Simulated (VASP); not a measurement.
# GaSi (Pnma) in VASP: a series of runs

The runs below take GaSi through single point, with PBE.

Everything below comes from runs of VASP 6.6.1. Logs are shortened: lines on timing, memory, paths and dates and some standing lists are left out, and cuts for length are marked.

### Step 1. The cell of the first run

Symmetry: Pnma, No. 62, orthorhombic system. The conventional cell has a = 5.312 Å, b = 3.539 Å, c = 7.616 Å, α = 90.00°, β = 90.00°, γ = 90.00°. Ga (site symmetry m) has 6 Si at 2.61 to 3.10 Å and 4 Ga at 2.92 to 3.15 Å within 3.4 Å. Si (site symmetry m) has 2 Si at 2.45 Å and 6 Ga at 2.61 to 3.10 Å within 3.2 Å.

### Step 2. Single point, PBE

The input, INCAR:

```
PREC = Accurate ; ENCUT = 520
EDIFF = 1E-7 ; ISMEAR = 0
SIGMA = 0.1 ; LREAL = F
LASPH = T ; NELM = 100
ALGO = Normal ; ISIF = 2
LWAVE = F ; LCHARG = F
GGA = PE ; NBANDS = 44
```

The input, KPOINTS:

```
Automatic mesh
0
Gamma
  8 10 6
```

The input, POSCAR:

```
GaSi
1.0
    5.3121477658      0.0000000000      0.0000000000
    0.0000000000      3.5386880124      0.0000000000
    0.0000000000      0.0000000000      7.6157676914
Ga Si
4 4
Direct
    0.9853221060      0.2500000000      0.8289903227
    0.5146778940      0.7500000000      0.3289903227
    0.4853221060      0.2500000000      0.6710096773
    0.0146778940      0.7500000000      0.1710096773
    0.1284288676      0.2500000000      0.4345981497
    0.3715711324      0.7500000000      0.9345981497
    0.6284288676      0.2500000000      0.0654018503
    0.8715711324      0.7500000000      0.5654018503
```

Potentials or basis: VASP PAW PBE potentials, release 64 (Ga_d, Si).

Command:

```console
> cat potpaw_PBE.64/Ga_d/POTCAR potpaw_PBE.64/Si/POTCAR > POTCAR
> mpirun -np 1 vasp_std > vasp.out
```

OUTCAR:

```text
PREC = Accurate
   ENCUT = 520
   EDIFF = 1E-7
   ISMEAR = 0
   LREAL = F
   LASPH = T
   NELM = 100
   ISIF = 2
   GGA = PE

 ion  position               nearest neighbor table
   1  0.985  0.250  0.829-   7 2.61   8 2.74   8 2.74   6 2.83   6 2.83   3 2.92   3 2.92
   2  0.515  0.750  0.329-   8 2.61   7 2.74   7 2.74   5 2.83   5 2.83   4 2.92   4 2.92
   3  0.485  0.250  0.671-   5 2.61   6 2.74   6 2.74   8 2.83   8 2.83   1 2.92   1 2.92
   4  0.015  0.750  0.171-   6 2.61   5 2.74   5 2.74   7 2.83   7 2.83   2 2.92   2 2.92
   5  0.128  0.250  0.435-   8 2.45   8 2.45   3 2.61   4 2.74   4 2.74   2 2.83   2 2.83
   6  0.372  0.750  0.935-   7 2.45   7 2.45   4 2.61   3 2.74   3 2.74   1 2.83   1 2.83
   7  0.628  0.250  0.065-   6 2.45   6 2.45   1 2.61   2 2.74   2 2.74   4 2.83   4 2.83
   8  0.872  0.750  0.565-   5 2.45   5 2.45   2 2.61   1 2.74   1 2.74   3 2.83   3 2.83

  LATTYP: Found a simple orthorhombic cell.
 ALAT       =     3.5386880124
 B/A-ratio  =     1.5011630715
 C/A-ratio  =     2.1521444289

  Lattice vectors:

 A1 = (   0.0000000000,  -3.5386880124,   0.0000000000)
 A2 = (   5.3121477658,   0.0000000000,   0.0000000000)
 A3 = (   0.0000000000,   0.0000000000,   7.6157676914)

Analysis of symmetry for initial positions (statically):
=====================================================================
 Subroutine PRICEL returns:
 Original cell was already a primitive cell.

 Routine SETGRP: Setting up the symmetry group for a
 simple orthorhombic supercell.

 Subroutine GETGRP returns: Found  8 space group operations
 (whereof  2 operations were pure point group operations)
 out of a pool of  8 trial point group operations.

The static configuration has the point symmetry S_2 .
 The point group associated with its full space group is D_2h.

Analysis of symmetry for dynamics (positions and initial velocities):
=====================================================================
 Subroutine PRICEL returns:
 Original cell was already a primitive cell.

 Routine SETGRP: Setting up the symmetry group for a
 simple orthorhombic supercell.

 Subroutine GETGRP returns: Found  8 space group operations
 (whereof  2 operations were pure point group operations)
 out of a pool of  8 trial point group operations.

The dynamic configuration has the point symmetry S_2 .
 The point group associated with its full space group is D_2h.

 Subroutine INISYM returns: Found  8 space group operations
 (whereof  2 operations are pure point group operations),
 and found     1 'primitive' translations

----------------------------------------------------------------------------------------

                                     Primitive cell

  volume of cell :     143.1615

  direct lattice vectors                    reciprocal lattice vectors
     5.312147766  0.000000000  0.000000000     0.188247775  0.000000000  0.000000000
     0.000000000  3.538688012  0.000000000     0.000000000  0.282590609  0.000000000
     0.000000000  0.000000000  7.615767691     0.000000000  0.000000000  0.131306526

  length of vectors
     5.312147766  3.538688012  7.615767691     0.188247775  0.282590609  0.131306526

  position of ions in fractional coordinates (direct lattice)
     0.985322106  0.250000000  0.828990323
     0.514677894  0.750000000  0.328990323
     0.485322106  0.250000000  0.671009677
     0.014677894  0.750000000  0.171009677
     0.128428868  0.250000000  0.434598150
     0.371571132  0.750000000  0.934598150
     0.628428868  0.250000000  0.065401850
     0.871571132  0.750000000  0.565401850

  ion indices of the primitive-cell ions
   primitive index   ion index
                 1           1
                 2           2
                 3           3
                 4           4
                 5           5
                 6           6
                 7           7
                 8           8

----------------------------------------------------------------------------------------

 KPOINTS: Automatic mesh

Automatic generation of k-mesh.
 Grid dimensions read from file:
 generate k-points for:    8   10    6

 Generating k-lattice:

  Cartesian coordinates                     Fractional coordinates (reciprocal lattice)
     0.023530972  0.000000000  0.000000000     0.125000000  0.000000000  0.000000000
     0.000000000  0.028259061  0.000000000     0.000000000  0.100000000  0.000000000
     0.000000000  0.000000000  0.021884421     0.000000000  0.000000000  0.166666667

  Length of vectors
     0.023530972  0.028259061  0.021884421

  Shift w.r.t. Gamma in fractional coordinates (k-lattice)
     0.000000000  0.000000000  0.000000000

 Subroutine IBZKPT returns following result:
 ===========================================

 Found    120 irreducible k-points:

 Following reciprocal coordinates:
            Coordinates               Weight
  0.000000  0.000000  0.000000      1.000000
  0.125000  0.000000  0.000000      2.000000
  0.250000  0.000000  0.000000      2.000000
  0.375000  0.000000  0.000000      2.000000
  0.500000  0.000000  0.000000      1.000000
  0.000000  0.100000  0.000000      2.000000
[... 16 lines left out ...]
  0.250000  0.400000  0.000000      4.000000
  0.375000  0.400000  0.000000      4.000000
 [... further k-points ...]
   k-points           NKPTS =    120   k-points in BZ     NKDIM =    120   number of bands    NBANDS=     44
   number of dos      NEDOS =    301   number of ions     NIONS =      8
   total plane-waves  NPLWV =  67200
   dimension x,y,z NGX =    40 NGY =   28 NGZ =   60
   dimension x,y,z NGXF=    80 NGYF=   56 NGZF=  120
   ions per type =               4   4
   NGX,Y,Z   is equivalent  to a cutoff of  12.52, 13.15, 13.10 a.u.
   NGXF,Y,Z  is equivalent  to a cutoff of  25.04, 26.31, 26.20 a.u.
 SYSTEM =  unknown system
   PREC   = accura    normal or accurate (medium, high low for compatibility)
   ISTART =      0    job   : 0-new  1-cont  2-samecut
   ICHARG =      2    charge: 1-file 2-atom 10-const
   ISPIN  =      1    spin polarized calculation?
   LNONCOLLINEAR =      F non collinear calculations
   LSORBIT =      F    spin-orbit coupling
   LASPH  =      T    aspherical Exc in radial PAW
   ENCUT  =  520.0 eV  38.22 Ry    6.18 a.u.   9.88  6.58 14.16*2*pi/ulx,y,z
   NELM   =    100;   NELMIN=  2; NELMDL= -5     # of ELM steps
   EDIFF  = 0.1E-06   stopping-criterion for ELM
   LREAL  =      F    real-space projection
   EDIFFG = 0.1E-05   stopping-criterion for IOM
   NSW    =      0    number of steps for IOM
   IBRION =     -1    ionic relax: 0-MD 1-quasi-New 2-CG
   NFREE  =      0    steps in history (QN), initial steepest desc. (CG)
   ISIF   =      2    stress and relaxation
   ISYM   =      2    0-nonsym 1-usesym 2-fastsym
   POTIM  = 0.5000    time-step for ionic-motion
   TEBEG  =    0.0;   TEEND  =   0.0 temperature during run
   PSTRESS=    0.0 pullay stress
   NELECT =      68.0000    total number of electrons
   NUPDOWN=      -1.0000    fix difference up-down
   EMIN   =  10.00;   EMAX   =-10.00  energy-range for DOS
   EFERMI =   0.00;   METHOD = LEGACY
   ISMEAR =     0;   SIGMA  =   0.10  broadening in eV -4-tet -1-fermi 0-gaus
   EFERMI_NEDOS =   21; number of points for ismear=-14 and -15
   IALGO  =     38    algorithm
   IMIX   =      4    mixing-type and parameters
     AMIX     =   0.40;   BMIX     =  1.00
     AMIX_MAG =   1.60;   BMIX_MAG =  1.00
  volume/ion in A,a.u.               =      17.90       120.76
  Fermi-wavevector in a.u.,A,eV,Ry     =   1.277328  2.413800 22.198814  1.631567
  Thomas-Fermi vector in A             =   2.409934
   LORBIT       =      0    0 simple, 1 ext, 2 COOP (PROOUT), +10 PAW based schemes
   GGA     = PE    functional components
   LHFCALC =     F    Hartree Fock is set to
   AEXX    =    0.0000 exact exchange contribution
   IVDW    =     0    specifies the selected vdW correction
   LEPSILON=     F    determine dielectric tensor
   LRPA    =     F    only Hartree local field effects (RPA)
 non-spin polarized calculation
 Gauss-broadening in eV      SIGMA  =   0.10
  energy-cutoff  :      520.00
  volume of cell :      143.16
 maximum number of plane-waves:      3879
 NGX is ok and might be reduce to    40
   NGX = 19   NGY = 13   NGZ = 29

 number of electron      67.9999997 magnetization

 Free energy of the ion-electron system (eV)
  ---------------------------------------------------
  ext. energy  EPLUGINS =         0.00000000
  ---------------------------------------------------
  free energy    TOTEN  =       -31.50844543 eV

  energy without entropy =      -31.49662247  energy(sigma->0) =      -31.50253395

 E-fermi :   6.6054     XC(G=0): -10.7075

 val. band max:        6.5971252658   @ k =   0.1250   0.1000   0.1667
 cond. band min:       6.6073021735   @ k =   0.5000   0.2000   0.1667
 fundamental gap:      0.0101769078
 Fermi energy:         6.6054232994

 k-point     1 :       0.0000    0.0000    0.0000
  band No.  band energies     occupation
      1      -8.3424      2.00000
      2      -8.3360      2.00000
      3      -8.3112      2.00000
      4      -8.3017      2.00000
      5      -8.3005      2.00000
      6      -8.2913      2.00000
[... 36 lines left out ...]
     43      11.5767      0.00000
     44      11.9988      0.00000

 k-point     2 :       0.1250    0.0000    0.0000
  band No.  band energies     occupation
      1      -8.3480      2.00000
      2      -8.3393      2.00000
      3      -8.3393      2.00000
      4      -8.3035      2.00000
      5      -8.2923      2.00000
      6      -8.2906      2.00000
[... 36 lines left out ...]
     43      11.7459      0.00000
     44      11.9978      0.00000

 k-point     3 :       0.2500    0.0000    0.0000
  band No.  band energies     occupation
      1      -8.3673      2.00000
      2      -8.3661      2.00000
      3      -8.3381      2.00000
      4      -8.3056      2.00000
      5      -8.3056      2.00000
      6      -8.2952      2.00000
[... 976 lines left out ...]
     43      10.2380      0.00000
     44      11.2746      0.00000

 k-point    24 :       0.3750    0.4000    0.0000
  band No.  band energies     occupation
      1      -8.3579      2.00000
      2      -8.3533      2.00000
      3      -8.3409      2.00000
      4      -8.3381      2.00000
      5      -8.3356      2.00000
      6      -8.3202      2.00000
[... 36 lines left out ...]
     43      10.6626      0.00000
     44      11.2127      0.00000

 [... further k-points ...]

------------------------ aborting loop because EDIFF is reached ----------------------------------------

  FORCE on cell =-STRESS in cart. coord.  units (eV):
  Direction    XX          YY          ZZ          XY          YZ          ZX
  --------------------------------------------------------------------------------------
  -------------------------------------------------------------------------------------
  Total        0.0246173      0.0297979      0.0337441      0.0000000      0.0000000      0.0000000
  in kB        0.2755024      0.3334803      0.3776436      0.0000000      0.0000000      0.0000000
  external PRESSURE =       0.3288754 kB  Pullay stress =       0.0000000 kB

 VOLUME and BASIS-vectors are now :
 -----------------------------------------------------------------------------
  energy-cutoff  :      520.00
  volume of cell :      143.16
      direct lattice vectors                 reciprocal lattice vectors
     5.312147766  0.000000000  0.000000000     0.188247775  0.000000000  0.000000000
     0.000000000  3.538688012  0.000000000     0.000000000  0.282590609  0.000000000
     0.000000000  0.000000000  7.615767691     0.000000000  0.000000000  0.131306526

 POSITION                                       TOTAL-FORCE (eV/Angst)
 -----------------------------------------------------------------------------------
      5.23418      0.88467      6.31340         0.002108      0.000000      0.002814
      2.73405      2.65402      2.50551        -0.002108      0.000000      0.002814
      2.57810      0.88467      5.11025         0.002108     -0.000000     -0.002814
      0.07797      2.65402      1.30237        -0.002108      0.000000     -0.002814
      0.68223      0.88467      3.30980        -0.004177      0.000000      0.003534
      1.97384      2.65402      7.11768         0.004177     -0.000000      0.003534
      3.33831      0.88467      0.49809        -0.004177      0.000000     -0.003534
      4.62991      2.65402      4.30597         0.004177      0.000000     -0.003534
 -----------------------------------------------------------------------------------
    total drift:                                0.000000      0.000000      0.000000

  FREE ENERGIE OF THE ION-ELECTRON SYSTEM (eV)
  ---------------------------------------------------
  free  energy   TOTEN  =       -31.5084454263 eV

  energy  without entropy=      -31.4966224737  energy(sigma->0) =      -31.50253395
```

Run time: 16 min. Hardware: 1 thread of Intel Xeon Platinum 8375C at 2.90GHz (Ice Lake), shared host; peak memory 0.62 GiB.

What came out:

```yaml
Free_energy: -31.5084 eV
Pressure: 0.0 GPa
Largest_force: 0.005 eV/Å
Band_gap_on_the_k_mesh: zero (band 34 reaches 8.18 eV, above the bottom of band 35 at 5.04 eV)
```

Forces on the atoms (eV/Å):
```
Ga   0.002  0.000  0.003
Ga  -0.002  0.000  0.003
Ga   0.002  0.000 -0.003
Ga  -0.002  0.000 -0.003
Si  -0.004  0.000  0.004
Si   0.004  0.000  0.004
Si  -0.004  0.000 -0.004
Si   0.004  0.000 -0.004
```

### Step 3. Single point, PBE

This run uses another cell than the first one, of 14.57 Å³/atom, 0.814 times its volume.

The input, INCAR:

```
PREC = Accurate
ENCUT = 520
EDIFF = 1E-6
ISMEAR = 0
SIGMA = 0.1
LREAL = F
LASPH = T
NELM = 60
ALGO = Normal
ISIF = 2
LWAVE = F
LCHARG = F
GGA = PE
NBANDS = 44
```

The input, KPOINTS:

```
Automatic mesh
0
Gamma
  4 6 4
```

The input, POSCAR:

```
GaSi
1.0
    5.9167137011      0.0000000000      0.0000000000
    0.0000000000      3.3454599164      0.0000000000
    0.0000000000      0.0000000000      5.8874030251
Ga Si
4 4
Direct
    0.0100000000      0.2500000000      0.8100000000
    0.4900000000      0.7500000000      0.3100000000
    0.5100000000      0.2500000000      0.6900000000
    0.9900000000      0.7500000000      0.1900000000
    0.2200000000      0.2500000000      0.4200000000
    0.2800000000      0.7500000000      0.9200000000
    0.7200000000      0.2500000000      0.0800000000
    0.7800000000      0.7500000000      0.5800000000
```

Potentials or basis: VASP PAW PBE potentials, release 64 (Ga_d, Si).

Command:

```console
> cat potpaw_PBE.64/Ga_d/POTCAR potpaw_PBE.64/Si/POTCAR > POTCAR
> mpirun -np 1 vasp_std > vasp.out
```

Run time: 2.4 min. Hardware: 1 thread of Intel Xeon 6975P-C, shared host; peak memory 0.32 GiB.

Results (log left out):

| Property | Result |
| --- | --- |
| Free energy | -27.9061 eV |
| Pressure | 27.4 GPa |
| Largest force | 1.998 eV/Å |
| Band gap on the k mesh | zero (band 34 reaches 10.89 eV, above the bottom of band 35 at 7.23 eV) |

Forces in eV/Å, atoms in the order of the input:
```
Ga   0.164  0.000 -1.689
Ga  -0.164  0.000 -1.689
Ga   0.164  0.000  1.689
Ga  -0.164  0.000  1.689
Si  -1.991  0.000 -0.166
Si   1.991  0.000 -0.166
Si  -1.991  0.000  0.166
Si   1.991  0.000  0.166
```

Stress tensor (GPa, compression positive):
```
28.86  0.00  0.00
 0.00 28.02  0.00
 0.00  0.00 25.27
```

Levels at points of the mesh, in eV from the Fermi level:
```tsv
k point	band 31	band 32	band 33	band 34	band 35	band 36	band 37	band 38
(0.00, 0.00, 0.00)	1.09	1.92	1.93	2.08	2.12	2.45	2.45	3.32
(0.50, 0.00, 0.00)	-0.54	-0.54	0.40	0.40	2.41	2.41	2.45	2.45
(0.00, 0.50, 0.00)	-1.74	-1.74	-1.73	-1.73	-1.56	-1.56	-1.42	-1.42
(0.50, 0.50, 0.00)	-4.21	-4.21	-0.73	-0.73	-0.73	-0.73	2.86	2.86
(0.00, 0.00, 0.50)	-0.60	-0.60	0.31	0.31	2.45	2.45	3.01	3.01
(0.50, 0.00, 0.50)	-2.27	-2.27	0.14	0.14	0.87	0.87	3.03	3.03
(0.00, 0.50, 0.50)	-4.72	-4.72	-1.50	-1.50	1.22	1.22	2.03	2.03
(0.50, 0.50, 0.50)	-0.93	-0.93	-0.32	-0.32	-0.32	-0.32	0.44	0.44
```

Caveat: forces of over 1 eV/Å act on the atoms, so gaps and moduli don't describe the material at rest.
